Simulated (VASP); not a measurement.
PdRh, 4 atoms in the cell. The cell holds a slab with vacuum, 4 atoms: a = 2.758 Å, b = 2.758 Å, c = 16.743 Å, α = 90.00°, β = 90.00°, γ = 120.00°. 

| Quantity | Value |
| --- | --- |
| Program | VASP 6.6.1 |
| Task | single point |
| Functional | PBEsol |
| Potentials or basis | VASP PAW PBE potentials, release 64 (Pd, Rh_pv) |
| Cutoff | 400 eV |
| k mesh | 7 × 7 × 1 |
| Occupations | methfessel-paxton, width 0.02 eV |
| Spin | no spin polarisation |
| Dipole correction | yes |
| Further INCAR settings | ALGO = Normal; EDIFF = 1e-06; NBANDS = 33; NELMDL = -8 |

Potentials or basis: VASP PAW PBE potentials, release 64 (Pd, Rh_pv).

Run with:

```bash
$ cat potpaw_PBE.64/Pd/POTCAR potpaw_PBE.64/Rh_pv/POTCAR > POTCAR
$ mpirun -np 1 vasp_std > vasp.out
```

Hardware: 1 thread of AMD EPYC 7R43 64-Core Processor (Zen 3) (shared host).

Problem. How long does it take, and how much memory?

Solution. It took 63 s on 1 thread of AMD EPYC 7R43 64-Core Processor (Zen 3), on a shared host, peak memory 0.15 GiB. Counts: scf iterations 30, k points 8.
